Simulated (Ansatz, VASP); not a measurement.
# One calculation of LiF, two programs

```
Li F
1.0
    -0.02487    1.97000    1.97000
     1.97000   -0.02487    1.97000
     1.97000    1.97000   -0.02487
Li F
1 1
Direct
  0.00000 0.00000 0.00000
  0.50000 0.50000 0.50000
```

Change from the starting cell: shear_111 strain -1.9%.

Alike in both runs: task single point; functional PBE; k mesh 10 × 10 × 10; occupations fermi-dirac, width 0.02 eV; no spin polarisation.

|  | VASP | Ansatz |
| --- | --- | --- |
| version | VASP 6.6.1 | Ansatz 0.2.0 |
| potentials or method | VASP PAW PBE potentials, release 64 (Li_sv, F) | plane waves, PAW |
| plane-wave cutoff (eV) | 520 | 420 |
| valence electrons in the cell | 10 | 10 |

```csv
,VASP,Ansatz,Ansatz less VASP
gap on the k mesh at the Fermi level (eV),9.45,9.45,-0.004
```

With one functional, cell and mesh, what is left measures potentials, basis and numerics.

Noted on VASP's run: the cutoff is short for stress, so the pressure is rough.
